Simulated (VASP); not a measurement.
CdSe: relaxation of the atoms with PBEsol

The system is CdSe.

```xyz
2
Lattice="0.0307 3.0413 3.0107 3.0413 0.0307 3.0107 3.0720 3.0720 0.0000" Properties=species:S:1:pos:R:3 pbc="T T T"
Cd    0.0000    0.0000    0.0121
Se    1.5360    1.5360    1.4933
```

This cell differs from its parent crystal: strained cell.

```json
{
 "Program": "VASP 6.6.1",
 "Task": "relaxation of the atoms",
 "Functional": "PBEsol",
 "Potentials or basis": "VASP PAW PBE potentials, release 64 (Cd, Se)",
 "Cutoff": "450 eV",
 "k mesh": "8 × 8 × 8",
 "Occupations": "gaussian, width 0.02 eV",
 "Spin": "no spin polarisation",
 "Dipole correction": "no",
 "Further INCAR settings": "ALGO = Normal; EDIFF = 1e-07; IBRION = 2; EDIFFG = -0.002; NSW = 60"
}
```

```
Energy gained by relaxing : 0.0 meV/atom
Ionic steps               : 3
Pressure after relaxing   : 0.7 GPa
Band gap on the k mesh    : 0.46 eV
```

Stress tensor (GPa, compression positive):
```
 0.69 -0.45  0.00
-0.45  0.69  0.00
 0.00  0.00  0.85
```

Final structure:
```
Cd Se
1.0
     0.03069    3.04135    3.01066
     3.04135    0.03069    3.01066
     3.07203    3.07203    0.00000
Cd Se
1 1
Cartesian
  3.0720 3.0720 0.0135
  1.5360 1.5360 1.4919
```

Levels at points of the mesh, in eV from the valence-band top:
```csv
k point,band 7,band 8,band 9,band 10,band 11,band 12
"(0.00, 0.00, 0.00)",-0.09,-0.02,0.00,0.46,5.71,5.82
"(0.50, 0.00, 0.00)",-4.52,-0.89,-0.78,2.20,6.24,6.32
"(0.50, 0.50, 0.00)",-4.17,-2.06,-1.89,2.89,3.62,9.05
"(0.00, 0.00, 0.50)",-4.57,-0.79,-0.77,2.33,6.35,6.41
"(0.50, 0.00, 0.50)",-4.23,-1.94,-1.93,2.96,3.67,8.94
```

It took 2.2 min on 1 thread of Intel Xeon 8259CL (shared host), peak memory 0.21 GiB.

Caveat: the cell differs from its parent crystal (strained cell); semilocal functionals underestimate gaps, and a narrow one can read as zero; the PAW data sets were made with another functional, which shifts forces and pressure a little.
